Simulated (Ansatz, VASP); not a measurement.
**Two plane-wave programs on PbO2**

```
Pb O
1.0
     0.00000    2.70199    2.70199
     2.70199    0.00000    2.70199
     2.70199    2.70199    0.00000
Pb O
1 2
Direct
  0.00000 0.00000 0.00000
  0.75000 0.75000 0.75000
  0.25000 0.25000 0.25000
```

Alike in both runs: functional LDA; k mesh 7 × 7 × 7; occupations fermi-dirac, width 0.05 eV; non-collinear spin, spin-orbit coupling.

|  | VASP | Ansatz |
| --- | --- | --- |
| version | VASP 6.6.1 | Ansatz 0.2.0 |
| potentials or method | VASP PAW LDA potentials, release 64 (Pb_d, O) | Ansatz PAW |
| plane-wave cutoff (eV) | 520 | 420 |
| valence electrons in the cell | 26 | 26 |
| task | single point | band structure |

|  | VASP | Ansatz | Ansatz less VASP |
| --- | --- | --- | --- |
| pressure (GPa) | -10.2 | -10.5 | -0.32 |

LDA's correlation is that of Perdew and Zunger in VASP and of Perdew and Wang (1992) in Ansatz.
